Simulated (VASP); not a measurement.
Write the native input for VASP 6.6.1 that does the following.

```
Task                   : single point
Functional             : r2SCAN
Potentials or basis    : VASP PAW PBE potentials, release 64 (Hf_pv)
Cutoff                 : 520 eV
k mesh                 : 11 × 11 × 6
Occupations            : fermi-dirac, width 0.03 eV
Spin                   : no spin polarisation
Dipole correction      : no
Further INCAR settings : ALGO = Normal; EDIFF = 1e-06; NBANDS = 17
```

Hf:

```xyz
2
Lattice="3.1987 0.0000 0.0000 -1.5994 2.7702 0.0000 0.0000 0.0000 5.0505" Properties=species:S:1:pos:R:3 pbc="T T T"
Hf    0.0000    1.8468    1.2626
Hf    1.5994    0.9234    3.7879
```

These files were run (other wordings do the same):

POSCAR

```
Hf
1.0
    3.1987335297      0.0000000000      0.0000000000
   -1.5993667648      2.7701844966      0.0000000000
    0.0000000000      0.0000000000      5.0505021987
Hf
2
Direct
    0.3333333333      0.6666666667      0.2500000000
    0.6666666667      0.3333333333      0.7500000000
```

INCAR.step1

```
SYSTEM = Hf
PREC = Accurate ; ENCUT = 520
ISMEAR = -1 ; SIGMA = 0.03
LREAL = .False. ; LASPH = .True.
NELM = 60 ; NBANDS = 17
GGA = PE ; ALGO = Normal
EDIFF = 1E-4 ; LWAVE = .True.
LCHARG = .False.
```

INCAR.step2

```
SYSTEM = Hf
PREC = Accurate ; ENCUT = 520
EDIFF = 1E-6 ; ISMEAR = -1
SIGMA = 0.03 ; LREAL = .False.
LASPH = .True. ; NELM = 60
ALGO = Normal ; ISIF = 2
LWAVE = .False. ; LCHARG = .False.
METAGGA = R2SCAN ; LMIXTAU = .True.
NBANDS = 17 ; ISTART = 1
```

KPOINTS

```
Automatic mesh
0
Gamma
  11 11 6
  0 0 0
```

Potentials or basis: VASP PAW PBE potentials, release 64 (Hf_pv).

Run with:

```sh
$ cat potpaw_PBE.64/Hf_pv/POTCAR > POTCAR
$ cp INCAR.step1 INCAR
$ mpirun -np 1 vasp_std > vasp.out
$ cp INCAR.step2 INCAR
$ mpirun -np 1 vasp_std > vasp.out
```

It gave:

* Pressure: -0.5 GPa
* Band gap on the k mesh: zero (band 10 reaches 6.16 eV, above the bottom of band 11 at 4.46 eV)

Caveat: the PAW data sets were made with another functional, which shifts forces and pressure a little; spin-orbit coupling is left out, which moves the levels of the heavy elements.

It took 4.3 min on 1 thread of AMD EPYC 7R43 64-Core Processor (Zen 3), on a shared host, peak memory 0.15 GiB.
